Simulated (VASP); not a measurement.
# GaAs (F-43m) in VASP: a series of runs, part 2 of 2

VASP 6.6.1. Earlier steps stand in the parts before.

## 3. Single point, PBEsol

This run uses another cell than the first one, of 20.90 Å³/atom, 1.028 times its volume.

Contents of INCAR:

```
PREC = Accurate
ENCUT = 520
EDIFF = 1E-6
ISMEAR = 0
SIGMA = 0.01
LREAL = False
LASPH = True
NELM = 80
ALGO = Normal
ISIF = 2
LWAVE = False
LCHARG = True
GGA = PS
LELF = True
LVHAR = True
NBANDS = 16
```

Contents of KPOINTS:

```
regular mesh
0
Gamma
  6 6 6
```

Contents of POSCAR:

```
GaAs
1.0
    0.0000000000      2.7543344571      2.7543344571
    2.7543344571      0.0000000000      2.7543344571
    2.7543344571      2.7543344571      0.0000000000
Ga As
1 1
Direct
    0.0000000000      0.0000000000      0.0000000000
    0.2500000000      0.2500000000      0.2500000000
```

Potentials or basis: VASP PAW PBE potentials, release 64 (Ga_d, As).

On the command line:

```
$ cat potpaw_PBE.64/Ga_d/POTCAR potpaw_PBE.64/As/POTCAR > POTCAR
$ mpirun -np 1 vasp_std > vasp.out
```

OUTCAR:

```text
PREC = Accurate
   ENCUT = 520
   EDIFF = 1E-6
   ISMEAR = 0
   LREAL = False
   LASPH = True
   NELM = 80
   ISIF = 2
   GGA = PS

 ion  position               nearest neighbor table
   1  0.000  0.000  0.000-   2 2.39   2 2.39   2 2.39   2 2.39
   2  0.250  0.250  0.250-   1 2.39   1 2.39   1 2.39   1 2.39

  LATTYP: Found a face centered cubic cell.
 ALAT       =     5.5086689142

  Lattice vectors:

 A1 = (   0.0000000000,   2.7543344571,   2.7543344571)
 A2 = (   2.7543344571,   0.0000000000,   2.7543344571)
 A3 = (   2.7543344571,   2.7543344571,   0.0000000000)

Analysis of symmetry for initial positions (statically):
=====================================================================
 Subroutine PRICEL returns:
 Original cell was already a primitive cell.

 Routine SETGRP: Setting up the symmetry group for a
 face centered cubic supercell.

 Subroutine GETGRP returns: Found 24 space group operations
 (whereof 24 operations were pure point group operations)
 out of a pool of 48 trial point group operations.

The static configuration has the point symmetry T_d .

Analysis of symmetry for dynamics (positions and initial velocities):
=====================================================================
 Subroutine PRICEL returns:
 Original cell was already a primitive cell.

 Routine SETGRP: Setting up the symmetry group for a
 face centered cubic supercell.

 Subroutine GETGRP returns: Found 24 space group operations
 (whereof 24 operations were pure point group operations)
 out of a pool of 48 trial point group operations.

The dynamic configuration has the point symmetry T_d .

 Subroutine INISYM returns: Found 24 space group operations
 (whereof 24 operations are pure point group operations),
 and found     1 'primitive' translations

----------------------------------------------------------------------------------------
[... 101 lines left out ...]
   IALGO  =     38    algorithm
   IMIX   =      4    mixing-type and parameters
     AMIX     =   0.40;   BMIX     =  1.00
     AMIX_MAG =   1.60;   BMIX_MAG =  1.00
  volume/ion in A,a.u.               =      20.90       141.01
  Fermi-wavevector in a.u.,A,eV,Ry     =   1.236343  2.336350 20.797106  1.528544
  Thomas-Fermi vector in A             =   2.370955
   LORBIT       =      0    0 simple, 1 ext, 2 COOP (PROOUT), +10 PAW based schemes
   GGA     = PS    functional components
   LHFCALC =     F    Hartree Fock is set to
   AEXX    =    0.0000 exact exchange contribution
   IVDW    =     0    specifies the selected vdW correction
   LEPSILON=     F    determine dielectric tensor
   LRPA    =     F    only Hartree local field effects (RPA)
 non-spin polarized calculation
 Gauss-broadening in eV      SIGMA  =   0.01
  energy-cutoff  :      520.00
  volume of cell :       41.79
 maximum number of plane-waves:      1158
 NGX is ok and might be reduce to    30
   NGX = 15   NGY = 15   NGZ = 15

 number of electron      18.0000003 magnetization

 Free energy of the ion-electron system (eV)
  ---------------------------------------------------
  ext. energy  EPLUGINS =         0.00000000
  ---------------------------------------------------
  free energy    TOTEN  =        -8.99344496 eV

  energy without entropy =       -8.99344496  energy(sigma->0) =       -8.99344496

 E-fermi :   4.6343     XC(G=0): -10.1225

 val. band max:        4.5780949913   @ k =   0.0000   0.0000   0.0000
 cond. band min:       5.6301492544   @ k =   0.0000   0.0000   0.0000
 fundamental gap:      1.0520542632
 Fermi energy:         4.6343131413

 k-point     1 :       0.0000    0.0000    0.0000
  band No.  band energies     occupation
      1     -10.3717      2.00000
      2     -10.3717      2.00000
      3     -10.3717      2.00000
      4     -10.2706      2.00000
      5     -10.2706      2.00000
      6      -8.7684      2.00000
[... 281 lines left out ...]
      3     -10.3139      2.00000
      4     -10.2907      2.00000
      5     -10.2618      2.00000
      6      -5.8208      2.00000
[... 8 lines left out ...]
     15      17.2831      0.00000
     16      18.3484      0.00000

------------------------ aborting loop because EDIFF is reached ----------------------------------------

  FORCE on cell =-STRESS in cart. coord.  units (eV):
  Direction    XX          YY          ZZ          XY          YZ          ZX
  --------------------------------------------------------------------------------------
  -------------------------------------------------------------------------------------
  Total        1.8243856      1.8243856      1.8243856      0.0000000     -0.0000000      0.0000000
  in kB       69.9434736     69.9434736     69.9434736      0.0000000     -0.0000000      0.0000000
  external PRESSURE =      69.9434736 kB  Pullay stress =       0.0000000 kB

 VOLUME and BASIS-vectors are now :
 -----------------------------------------------------------------------------
  energy-cutoff  :      520.00
  volume of cell :       41.79
      direct lattice vectors                 reciprocal lattice vectors
     0.000000000  2.754334457  2.754334457    -0.181532057  0.181532057  0.181532057
     2.754334457  0.000000000  2.754334457     0.181532057 -0.181532057  0.181532057
     2.754334457  2.754334457  0.000000000     0.181532057  0.181532057 -0.181532057

 POSITION                                       TOTAL-FORCE (eV/Angst)
 -----------------------------------------------------------------------------------
      0.00000      0.00000      0.00000         0.000000      0.000000      0.000000
      1.37717      1.37717      1.37717        -0.000000     -0.000000     -0.000000
 -----------------------------------------------------------------------------------
    total drift:                                0.000000      0.000000     -0.000000

  FREE ENERGIE OF THE ION-ELECTRON SYSTEM (eV)
  ---------------------------------------------------
  free  energy   TOTEN  =        -8.9934449598 eV

  energy  without entropy=       -8.9934449598  energy(sigma->0) =       -8.99344496
```

stdout:

```text
POSCAR found type information on POSCAR GaAs
 POSCAR found :  2 types and       2 ions
 scaLAPACK will be used
 -----------------------------------------------------------------------------
|                                                                             |
|                                                                             |
|     You enforced a specific xc type in the INCAR file but a different       |
|     I HOPE YOU KNOW WHAT YOU ARE DOING!                                     |
|                                                                             |
 -----------------------------------------------------------------------------

 LDA part: xc-table for (Slater+PW92), standard interpolation
 POSCAR, INCAR and KPOINTS ok, starting setup
 FFT: planning ... GRIDC
 FFT: planning ... GRID_SOFT
 FFT: planning ... GRID
 WAVECAR not read
 entering main loop
```

It took 12 s on 1 thread of Intel Xeon Platinum 8259CL at 2.50GHz (Skylake/Cascade Lake), shared host; peak memory 0.17 GiB.

What came out:

* Free energy: -8.9934 eV
* Pressure: 7.0 GPa
* Band gap on the k mesh: 1.05 eV, direct

Caveat: the PAW data sets were made with another functional, which shifts forces and pressure a little. A hybrid or GW would open this gap; PBEsol tends to underestimate it.

## 4. Single point, PBEsol

This run uses another cell than the first one, of 21.46 Å³/atom, 1.056 times its volume.

Contents of INCAR:

```
PREC = Accurate
ENCUT = 520
EDIFF = 1E-6
ISMEAR = 0
SIGMA = 0.01
LREAL = F
LASPH = T
NELM = 60
ALGO = Normal
ISIF = 2
LWAVE = F
LCHARG = F
GGA = PS
NBANDS = 16
```

Contents of KPOINTS:

```
Automatic mesh
0
Gamma
  6 6 6
```

Contents of POSCAR:

```
GaAs
1.0
    0.0000000000      2.7789280303      2.7789280303
    2.7789280303      0.0000000000      2.7789280303
    2.7789280303      2.7789280303      0.0000000000
Ga As
1 1
Direct
    0.0000000000      0.0000000000      0.0000000000
    0.2500000000      0.2500000000      0.2500000000
```

Potentials or basis: VASP PAW PBE potentials, release 64 (Ga_d, As).

On the command line:

```
$ cat potpaw_PBE.64/Ga_d/POTCAR potpaw_PBE.64/As/POTCAR > POTCAR
$ mpirun -np 1 vasp_std > vasp.out
```

OUTCAR:

```text
PREC = Accurate
   ENCUT = 520
   EDIFF = 1E-6
   ISMEAR = 0
   LREAL = F
   LASPH = T
   NELM = 60
   ISIF = 2
   GGA = PS

 ion  position               nearest neighbor table
   1  0.000  0.000  0.000-   2 2.41   2 2.41   2 2.41   2 2.41
   2  0.250  0.250  0.250-   1 2.41   1 2.41   1 2.41   1 2.41

  LATTYP: Found a face centered cubic cell.
 ALAT       =     5.5578560606

  Lattice vectors:

 A1 = (   0.0000000000,   2.7789280303,   2.7789280303)
 A2 = (   2.7789280303,   0.0000000000,   2.7789280303)
 A3 = (   2.7789280303,   2.7789280303,   0.0000000000)

Analysis of symmetry for initial positions (statically):
=====================================================================
 Subroutine PRICEL returns:
 Original cell was already a primitive cell.

 Routine SETGRP: Setting up the symmetry group for a
 face centered cubic supercell.

 Subroutine GETGRP returns: Found 24 space group operations
 (whereof 24 operations were pure point group operations)
 out of a pool of 48 trial point group operations.

The static configuration has the point symmetry T_d .

Analysis of symmetry for dynamics (positions and initial velocities):
[... 150 lines left out ...]

 E-fermi :   4.4124     XC(G=0): -10.0005

 val. band max:        4.3090661346   @ k =   0.0000   0.0000   0.0000
 cond. band min:       5.1527079904   @ k =   0.0000   0.0000   0.0000
 fundamental gap:      0.8436418558
 Fermi energy:         4.4124173221

 k-point     1 :       0.0000    0.0000    0.0000
  band No.  band energies     occupation
      1     -10.5799      2.00000
      2     -10.5799      2.00000
      3     -10.5799      2.00000
      4     -10.4866      2.00000
      5     -10.4866      2.00000
      6      -8.8276      2.00000
[... 281 lines left out ...]
      3     -10.5267      2.00000
      4     -10.5050      2.00000
      5     -10.4784      2.00000
      6      -6.0134      2.00000
[... 8 lines left out ...]
     15      16.8302      0.00000
     16      17.8944      0.00000

------------------------ aborting loop because EDIFF is reached ----------------------------------------

  FORCE on cell =-STRESS in cart. coord.  units (eV):
  Direction    XX          YY          ZZ          XY          YZ          ZX
  --------------------------------------------------------------------------------------
  -------------------------------------------------------------------------------------
  Total        1.1942069      1.1942069      1.1942069      0.0000000      0.0000000     -0.0000000
  in kB       44.5787899     44.5787899     44.5787899      0.0000000      0.0000000     -0.0000000
  external PRESSURE =      44.5787899 kB  Pullay stress =       0.0000000 kB

 VOLUME and BASIS-vectors are now :
 -----------------------------------------------------------------------------
  energy-cutoff  :      520.00
  volume of cell :       42.92
      direct lattice vectors                 reciprocal lattice vectors
     0.000000000  2.778928030  2.778928030    -0.179925494  0.179925494  0.179925494
     2.778928030  0.000000000  2.778928030     0.179925494 -0.179925494  0.179925494
     2.778928030  2.778928030  0.000000000     0.179925494  0.179925494 -0.179925494

 POSITION                                       TOTAL-FORCE (eV/Angst)
 -----------------------------------------------------------------------------------
      0.00000      0.00000      0.00000         0.000000     -0.000000      0.000000
      1.38946      1.38946      1.38946        -0.000000      0.000000     -0.000000
 -----------------------------------------------------------------------------------
    total drift:                               -0.000000     -0.000000     -0.000000

  FREE ENERGIE OF THE ION-ELECTRON SYSTEM (eV)
  ---------------------------------------------------
  free  energy   TOTEN  =        -9.0335422584 eV

  energy  without entropy=       -9.0335422584  energy(sigma->0) =       -9.03354226
```

It took 12 s on 1 thread of Intel Xeon Platinum 8259CL at 2.50GHz (Skylake/Cascade Lake), shared host; peak memory 0.16 GiB.

Results:

| Quantity | Value |
| --- | --- |
| Free energy | -9.0335 eV |
| Pressure | 4.5 GPa |
| Band gap on the k mesh | 0.84 eV, direct |

Levels at points of the mesh, in eV from the valence-band top:
```
           k point  band 7  band 8  band 9  band 10  band 11  band 12
(0.00, 0.00, 0.00)    0.00    0.00    0.00     0.84     3.69     3.69
(0.50, 0.00, 0.00)   -6.98   -1.23   -1.23     1.07     4.59     4.59
(0.50, 0.50, 0.00)   -7.11   -2.89   -2.89     1.24     1.53    10.54
```

Caveat: the PAW data sets were made with another functional, which shifts forces and pressure a little. A k mesh can miss the band edges.

## 5. Single point, PBEsol

This run uses another cell than the first one, of 22.02 Å³/atom, 1.083 times its volume.

Contents of INCAR:

```
PREC = Accurate ; ENCUT = 520
EDIFF = 1E-6 ; ISMEAR = 0
SIGMA = 0.01 ; LREAL = F
LASPH = T ; NELM = 80
ALGO = Normal ; ISIF = 2
LWAVE = F ; LCHARG = F
GGA = PS ; NBANDS = 16
```

KPOINTS is that of step 4.

Contents of POSCAR:

```
GaAs
1.0
    0.0000000000      2.8030938348      2.8030938348
    2.8030938348      0.0000000000      2.8030938348
    2.8030938348      2.8030938348      0.0000000000
Ga As
1 1
Direct
    0.0000000000      0.0000000000      0.0000000000
    0.2500000000      0.2500000000      0.2500000000
```

On the command line:

```
$ cat potpaw_PBE.64/Ga_d/POTCAR potpaw_PBE.64/As/POTCAR > POTCAR
$ mpirun -np 1 vasp_std > vasp.out
```

It took 13 s on 1 thread of Intel Xeon Platinum 8259CL at 2.50GHz (Skylake/Cascade Lake), shared host; peak memory 0.16 GiB.

It converged, with:

| Quantity | Value |
| --- | --- |
| Free energy | -9.0570 eV |
| Pressure | 2.3 GPa |
| Band gap on the k mesh | 0.64 eV, direct |

Levels at points of the mesh, in eV from the valence-band top:
```
           k point  band 7  band 8  band 9  band 10  band 11  band 12
(0.00, 0.00, 0.00)    0.00    0.00    0.00     0.64     3.69     3.69
(0.50, 0.00, 0.00)   -6.83   -1.19   -1.19     0.99     4.58     4.58
(0.50, 0.50, 0.00)   -6.98   -2.79   -2.79     1.29     1.55    10.33
```

Caveat: the PAW data sets were made with another functional, which shifts forces and pressure a little.

## 6. Single point, PBEsol

This run uses another cell than the first one, of 22.59 Å³/atom, 1.111 times its volume.

Contents of INCAR:

```
  PREC = Accurate
  ENCUT = 520
  EDIFF = 1E-6
  ISMEAR = 0
  SIGMA = 0.01
  LREAL = F
  LASPH = T
  NELM = 60
  ALGO = Normal
  ISIF = 2
  LWAVE = F
  LCHARG = F
  GGA = PS
  NBANDS = 16
```

Contents of KPOINTS:

```
regular mesh
0
Gamma
  6 6 6
```

Contents of POSCAR:

```
GaAs
1.0
    0.0000000000      2.8268500000      2.8268500000
    2.8268500000      0.0000000000      2.8268500000
    2.8268500000      2.8268500000      0.0000000000
Ga As
1 1
Direct
    0.0000000000      0.0000000000      0.0000000000
    0.2500000000      0.2500000000      0.2500000000
```

Potentials or basis: VASP PAW PBE potentials, release 64 (Ga_d, As).

On the command line:

```
$ cat potpaw_PBE.64/Ga_d/POTCAR potpaw_PBE.64/As/POTCAR > POTCAR
$ mpirun -np 1 vasp_std > vasp.out
```

Run time: 15 s. Hardware: 1 thread of Intel Xeon Platinum 8259CL at 2.50GHz (Skylake/Cascade Lake), shared host; peak memory 0.16 GiB.

It converged, with:

```yaml
Free_energy: -9.0659 eV
Pressure: 0.3 GPa
Band_gap_on_the_k_mesh: 0.45 eV, direct
```

Levels at points of the mesh, in eV from the valence-band top:
```
           k point  band 5  band 6  band 7  band 8  band 9  band 10  band 11  band 12  band 13  band 14
(0.00, 0.00, 0.00)  -14.71  -12.75    0.00    0.00    0.00     0.45     3.68     3.68     3.68     7.39
(0.50, 0.00, 0.00)  -14.70  -10.97   -6.69   -1.15   -1.15     0.92     4.58     4.58     7.58    10.28
(0.50, 0.50, 0.00)  -14.69  -10.23   -6.86   -2.70   -2.70     1.34     1.57    10.12    10.12    10.88
```

Caveat: the PAW data sets were made with another functional, which shifts forces and pressure a little.

## 7. Summary

| cell | gap on the mesh (eV) | pressure (GPa) |
| --- | --- | --- |
| a = 3.860 Å, angles 60.0°, 2 atoms | 1.12 | 9.9 |
| a = 3.895 Å, angles 60.0°, 2 atoms | 1.05 | 7.0 |
| a = 3.930 Å, angles 60.0°, 2 atoms | 0.84 | 4.5 |
| a = 3.964 Å, angles 60.0°, 2 atoms | 0.64 | 2.3 |
| a = 3.998 Å, angles 60.0°, 2 atoms | 0.45 | 0.3 |

Alike in all rows: task single point; level PBEsol; potentials or basis VASP PAW PBE potentials, release 64 (Ga_d, As); no spin polarisation; k mesh 6 × 6 × 6; cutoff (eV) 520; smearing gaussian 0.01 eV.

Caveats: the PAW data sets were made with another functional, which shifts forces and pressure a little.

Total energies depend on the potentials used, so only differences within one code and one set of settings carry meaning.

## 8. Comparison with measurements

Step 5. Against the measured gap of GaAs, 1.412 eV (direct; 300 K; “Evidence of valence band perturbations in GaAsN/GaAs(001): A combined variable-angle spectroscopic ellipsometry and modulated photoreflectance investigation”, 2008, arxiv:0805.2212), the calculated 0.64 eV is off by -0.77 eV. 3 values of this kind are on record (1.412 to 1.51 eV); this one was drawn at random among those near their median, those with a stated uncertainty first. Spin-orbit coupling on As, Ga is left out. The value is that of PBEsol on a finite k mesh, which can miss the band edges, without temperature or zero-point motion. Semilocal functionals fall short of measured gaps as a rule.

Step 6. Against the measured gap of GaAs, 1.412 eV (direct; 300 K; “Evidence of valence band perturbations in GaAsN/GaAs(001): A combined variable-angle spectroscopic ellipsometry and modulated photoreflectance investigation”, 2008, arxiv:0805.2212), the calculated 0.45 eV is off by -0.96 eV. 3 values of this kind are on record (1.412 to 1.51 eV); this one was drawn at random among those near their median, those with a stated uncertainty first. Spin-orbit coupling on As, Ga is left out. The value is that of PBEsol on a finite k mesh, which can miss the band edges, without temperature or zero-point motion. Semilocal functionals fall short of measured gaps as a rule.
